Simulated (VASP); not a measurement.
# Pd (Fm-3m) in VASP: single point with PBE+D3(BJ)

Aim: the single point of Pd with PBE+D3(BJ).

Program: VASP 6.6.1. These are calculated values, not measurements. Logs are shortened: lines on timing, memory, paths and dates and some standing lists are left out, and cuts for length are marked.

### Step 1. The cell of the first run

Symmetry: Fm-3m, No. 225, cubic system. The conventional cell has a = 3.893 Å, b = 3.893 Å, c = 3.893 Å, α = 90.00°, β = 90.00°, γ = 90.00°. Pd (site symmetry m-3m) has 12 Pd at 2.75 Å within 3.6 Å.

### Step 2. Single point, PBE+D3(BJ)

File POSCAR:

```
Pd
1.0
    0.0000000000      1.9465000000      1.9465000000
    1.9465000000      0.0000000000      1.9465000000
    1.9465000000      1.9465000000      0.0000000000
Pd
1
Direct
    0.0000000000      0.0000000000      0.0000000000
```

File INCAR.step1:

```
PREC = Accurate ; ENCUT = 400
EDIFF = 1E-6 ; ISMEAR = 1
SIGMA = 0.05 ; LREAL = F
LASPH = T ; NELM = 120
ALGO = Normal ; ISIF = 2
LWAVE = F ; LCHARG = T
LMAXMIX = 4 ; GGA = PE
IVDW = 12 ; NBANDS = 11
GGA_COMPAT = F ; NEDOS = 2001
LORBIT = 11
```

File KPOINTS.step1:

```
regular mesh
0
Gamma
  15 15 15
```

File INCAR.step2:

```
PREC = Accurate ; ENCUT = 400
EDIFF = 1E-6 ; ISMEAR = -5
SIGMA = 0.05 ; LREAL = F
LASPH = T ; NELM = 120
ALGO = Normal ; ISIF = 2
LWAVE = F ; LCHARG = F
LMAXMIX = 4 ; GGA = PE
IVDW = 12 ; LORBIT = 10
NBANDS = 11 ; NEDOS = 2001
ICHARG = 11 ; GGA_COMPAT = F
```

File KPOINTS.step2:

```
regular mesh
0
Gamma
  23 23 23
```

Potentials or basis: VASP PAW PBE potentials, release 64 (Pd).

Started as:

```sh
$ cat potpaw_PBE.64/Pd/POTCAR > POTCAR
$ cp INCAR.step1 INCAR
$ cp KPOINTS.step1 KPOINTS
$ mpirun -np 1 vasp_std > vasp.out
$ cp INCAR.step2 INCAR
$ cp KPOINTS.step2 KPOINTS
$ mpirun -np 1 vasp_std > vasp.out
```

OUTCAR:

```text
PREC = Accurate
   ENCUT = 400
   EDIFF = 1E-6
   ISMEAR = -5
   LREAL = F
   LASPH = T
   NELM = 120
   ISIF = 2
   GGA = PE
   IVDW = 12
   LORBIT = 10
   ICHARG = 11
 IVDW          = 12

 ion  position               nearest neighbor table
   1  0.000  0.000  0.000-

  LATTYP: Found a face centered cubic cell.
 ALAT       =     3.8930000000

  Lattice vectors:

 A1 = (   0.0000000000,   1.9465000000,   1.9465000000)
 A2 = (   1.9465000000,   0.0000000000,   1.9465000000)
 A3 = (   1.9465000000,   1.9465000000,   0.0000000000)

Analysis of symmetry for initial positions (statically):
=====================================================================
 Subroutine PRICEL returns:
 Original cell was already a primitive cell.

 Routine SETGRP: Setting up the symmetry group for a
 face centered cubic supercell.

 Subroutine GETGRP returns: Found 48 space group operations
 (whereof 48 operations were pure point group operations)
 out of a pool of 48 trial point group operations.

The static configuration has the point symmetry O_h .

Analysis of symmetry for dynamics (positions and initial velocities):
=====================================================================
 Subroutine PRICEL returns:
 Original cell was already a primitive cell.

 Routine SETGRP: Setting up the symmetry group for a
 face centered cubic supercell.

 Subroutine GETGRP returns: Found 48 space group operations
 (whereof 48 operations were pure point group operations)
 out of a pool of 48 trial point group operations.

The dynamic configuration has the point symmetry O_h .

 Subroutine INISYM returns: Found 48 space group operations
 (whereof 48 operations are pure point group operations),
 and found     1 'primitive' translations

----------------------------------------------------------------------------------------

                                     Primitive cell

  volume of cell :      14.7500

  direct lattice vectors                    reciprocal lattice vectors
     0.000000000  1.946500000  1.946500000    -0.256871307  0.256871307  0.256871307
     1.946500000  0.000000000  1.946500000     0.256871307 -0.256871307  0.256871307
     1.946500000  1.946500000  0.000000000     0.256871307  0.256871307 -0.256871307

  length of vectors
     2.752766699  2.752766699  2.752766699     0.444914156  0.444914156  0.444914156

  position of ions in fractional coordinates (direct lattice)
     0.000000000  0.000000000  0.000000000

  ion indices of the primitive-cell ions
   primitive index   ion index
                 1           1

----------------------------------------------------------------------------------------

 KPOINTS: regular mesh

Automatic generation of k-mesh.
 Grid dimensions read from file:
 generate k-points for:   23   23   23

 Generating k-lattice:

  Cartesian coordinates                     Fractional coordinates (reciprocal lattice)
    -0.011168318  0.011168318  0.011168318     0.043478261  0.000000000  0.000000000
     0.011168318 -0.011168318  0.011168318     0.000000000  0.043478261  0.000000000
     0.011168318  0.011168318 -0.011168318     0.000000000  0.000000000  0.043478261

  Length of vectors
     0.019344094  0.019344094  0.019344094

  Shift w.r.t. Gamma in fractional coordinates (k-lattice)
     0.000000000  0.000000000  0.000000000

 TETIRR: Found   1662 inequivalent tetrahedra from    73002

 Subroutine IBZKPT returns following result:
 ===========================================

 Found    364 irreducible k-points:

 Following reciprocal coordinates:
            Coordinates               Weight
  0.000000  0.000000  0.000000      1.000000
  0.043478  0.000000  0.000000      8.000000
  0.086957  0.000000  0.000000      8.000000
  0.130435  0.000000  0.000000      8.000000
  0.173913  0.000000  0.000000      8.000000
  0.217391  0.000000  0.000000      8.000000
[... 16 lines left out ...]
  0.478261  0.043478  0.000000     24.000000
 -0.478261  0.043478  0.000000     24.000000
 [... further k-points ...]
   k-points           NKPTS =    364   k-points in BZ     NKDIM =    364   number of bands    NBANDS=     11
   number of dos      NEDOS =   2001   number of ions     NIONS =      1
   total plane-waves  NPLWV =   5832
   dimension x,y,z NGX =    18 NGY =   18 NGZ =   18
   dimension x,y,z NGXF=    36 NGYF=   36 NGZF=   36
   ions per type =               1
   NGX,Y,Z   is equivalent  to a cutoff of  10.87, 10.87, 10.87 a.u.
   NGXF,Y,Z  is equivalent  to a cutoff of  21.74, 21.74, 21.74 a.u.
 SYSTEM =  unknown system
   PREC   = accura    normal or accurate (medium, high low for compatibility)
   ISTART =      0    job   : 0-new  1-cont  2-samecut
   ICHARG =     11    charge: 1-file 2-atom 10-const
   ISPIN  =      1    spin polarized calculation?
   LNONCOLLINEAR =      F non collinear calculations
   LSORBIT =      F    spin-orbit coupling
   LASPH  =      T    aspherical Exc in radial PAW
   ENCUT  =  400.0 eV  29.40 Ry    5.42 a.u.   4.49  4.49  4.49*2*pi/ulx,y,z
   NELM   =    120;   NELMIN=  2; NELMDL=  0     # of ELM steps
   EDIFF  = 0.1E-05   stopping-criterion for ELM
   LREAL  =      F    real-space projection
[... 7 lines left out ...]
   TEBEG  =    0.0;   TEEND  =   0.0 temperature during run
   PSTRESS=    0.0 pullay stress
   NELECT =      10.0000    total number of electrons
   NUPDOWN=      -1.0000    fix difference up-down
   EMIN   =  10.00;   EMAX   =-10.00  energy-range for DOS
   EFERMI =   0.00;   METHOD = LEGACY
   ISMEAR =    -5;   SIGMA  =   0.05  broadening in eV -4-tet -1-fermi 0-gaus
   EFERMI_NEDOS =   21; number of points for ismear=-14 and -15
   IALGO  =     38    algorithm
   IMIX   =      4    mixing-type and parameters
     AMIX     =   0.40;   BMIX     =  1.00
     AMIX_MAG =   1.60;   BMIX_MAG =  1.00
  volume/ion in A,a.u.               =      14.75        99.54
  Fermi-wavevector in a.u.,A,eV,Ry     =   1.438171  2.717748 28.141404  2.068335
  Thomas-Fermi vector in A             =   2.557167
   LORBIT       =     10    0 simple, 1 ext, 2 COOP (PROOUT), +10 PAW based schemes
   GGA     = PE    functional components
   LHFCALC =     F    Hartree Fock is set to
   AEXX    =    0.0000 exact exchange contribution
   IVDW    =    12    specifies the selected vdW correction
   LEPSILON=     F    determine dielectric tensor
   LRPA    =     F    only Hartree local field effects (RPA)
 non-spin polarized calculation
 Fermi weights with tetrahedron method with Bloechl corrections
  energy-cutoff  :      400.00
  volume of cell :       14.75
 maximum number of plane-waves:       283
 NGX is ok and might be reduce to    18

 number of electron       9.9999996 magnetization

 Free energy of the ion-electron system (eV)
  ---------------------------------------------------
  ext. energy  EPLUGINS =         0.00000000
  ---------------------------------------------------
  free energy    TOTEN  =        -5.20506766 eV

  energy without entropy =       -5.20506766  energy(sigma->0) =       -5.20506766

 E-fermi :   9.7593     XC(G=0): -13.1862

 val. band max:        9.7813038992   @ k =   0.4348   0.2174   0.0000
 cond. band min:       9.7364312333   @ k =   0.3913   0.0435   0.0000
 fundamental gap:     -0.0448726659
 Fermi energy:         9.7592897585

 k-point     1 :       0.0000    0.0000    0.0000
  band No.  band energies     occupation
      1       2.6432      2.00000
      2       6.9370      2.00000
      3       6.9370      2.00000
      4       6.9370      2.00000
      5       8.5489      2.00000
      6       8.5489      2.00000
      7      26.9761      0.00000
      8      31.7558      0.00000
      9      31.7558      0.00000
     10      31.7558      0.00000
     11      35.9961      0.00000

 k-point     2 :       0.0435    0.0000    0.0000
  band No.  band energies     occupation
      1       2.7123      2.00000
      2       6.9121      2.00000
      3       6.9614      2.00000
      4       6.9614      2.00000
      5       8.5373      2.00000
      6       8.5373      2.00000
      7      27.0513      0.00000
      8      31.2643      0.00000
      9      31.8355      0.00000
     10      31.8355      0.00000
     11      36.0320      0.00000

 k-point     3 :       0.0870    0.0000    0.0000
  band No.  band energies     occupation
      1       2.9151      2.00000
      2       6.8446      2.00000
      3       7.0288      2.00000
      4       7.0288      2.00000
      5       8.5076      2.00000
      6       8.5076      2.00000
      7      27.2462      0.00000
      8      30.1577      0.00000
      9      32.0669      0.00000
     10      32.0669      0.00000
     11      36.0638      0.00000

 k-point     4 :       0.1304    0.0000    0.0000
  band No.  band energies     occupation
      1       3.2363      2.00000
      2       6.7581      2.00000
      3       7.1211      2.00000
      4       7.1211      2.00000
      5       8.4804      2.00000
      6       8.4804      2.00000
      7      27.4136      0.00000
      8      28.9155      0.00000
      9      32.4253      0.00000
     10      32.4253      0.00000
     11      36.0710      0.00000
[... 239 lines left out ...]
 k-point    22 :       0.4348    0.0435    0.0000
  band No.  band energies     occupation
      1       4.5723      2.00000
      2       6.8999      2.00000
      3       6.9919      2.00000
      4       9.0127      2.00000
      5       9.6692      2.00111
      6      10.3862     -0.03929
      7      18.3773      0.00000
      8      26.6130      0.00000
      9      30.8092      0.00000
     10      31.3193      0.00000
     11      36.0574      0.00000

 k-point    23 :       0.4783    0.0435    0.0000
  band No.  band energies     occupation
      1       4.5387      2.00000
      2       6.8607      2.00000
      3       6.9459      2.00000
      4       9.2944      2.00000
      5       9.7487      1.99418
      6      11.0047      0.00000
      7      17.3958      0.00000
      8      26.4313      0.00000
      9      30.6793      0.00000
     10      30.8011      0.00000
     11      36.0606      0.00000

 k-point    24 :      -0.4783    0.0435    0.0000
  band No.  band energies     occupation
      1       4.5298      2.00000
      2       6.8549      2.00000
      3       6.9295      2.00000
      4       9.3908      2.00000
      5       9.7331      2.00000
      6      11.2127      0.00000
      7      17.1098      0.00000
      8      26.3835      0.00000
      9      30.5295      0.00000
     10      30.7941      0.00000
     11      36.0628      0.00000

 [... further k-points ...]

------------------------ aborting loop because EDIFF is reached ----------------------------------------

 Edisp (eV)   -0.66810

 E8    (eV) :    -0.2953

  FORCE on cell =-STRESS in cart. coord.  units (eV):
  Direction    XX          YY          ZZ          XY          YZ          ZX
  --------------------------------------------------------------------------------------
  -------------------------------------------------------------------------------------
  Total       0.00799     0.00799     0.00799     0.00000     0.00000     0.00000
  in kB       0.86754     0.86754     0.86754     0.00000     0.00000     0.00000
  external pressure =        0.87 kB  Pullay stress =        0.00 kB

 VOLUME and BASIS-vectors are now :
 -----------------------------------------------------------------------------
  energy-cutoff  :      400.00
  volume of cell :       14.75
      direct lattice vectors                 reciprocal lattice vectors
     0.000000000  1.946500000  1.946500000    -0.256871307  0.256871307  0.256871307
     1.946500000  0.000000000  1.946500000     0.256871307 -0.256871307  0.256871307
     1.946500000  1.946500000  0.000000000     0.256871307  0.256871307 -0.256871307

 POSITION                                       TOTAL-FORCE (eV/Angst)
 -----------------------------------------------------------------------------------
      0.00000      0.00000      0.00000         0.000000      0.000000      0.000000
 -----------------------------------------------------------------------------------
    total drift:                               -0.000000     -0.000000      0.000000

  FREE ENERGIE OF THE ION-ELECTRON SYSTEM (eV)
  ---------------------------------------------------
  free  energy   TOTEN  =        -5.8731662904 eV

  energy  without entropy=       -5.8731662904  energy(sigma->0) =       -5.87316629

 total charge

# of ion       s       p       d       tot
------------------------------------------
    1        0.489   0.475   8.478   9.442
```

Wall time 46 s (1 thread of AMD EPYC 7R13, shared host); peak memory 0.13 GiB.

Results:

```yaml
Valence_electrons_inside_the_program's_atomic_spheres: Pd 9.44
Dispersion_energy_per_atom: -0.668 eV
```

Levels at points of the mesh, in eV from the Fermi level:
| k point | band 2 | band 3 | band 4 | band 5 | band 6 | band 7 | band 8 | band 9 |
| --- | --- | --- | --- | --- | --- | --- | --- | --- |
| (0.00, 0.00, 0.00) | -2.82 | -2.82 | -2.82 | -1.21 | -1.21 | 17.22 | 22.00 | 22.00 |

Caveat: three body term missing.
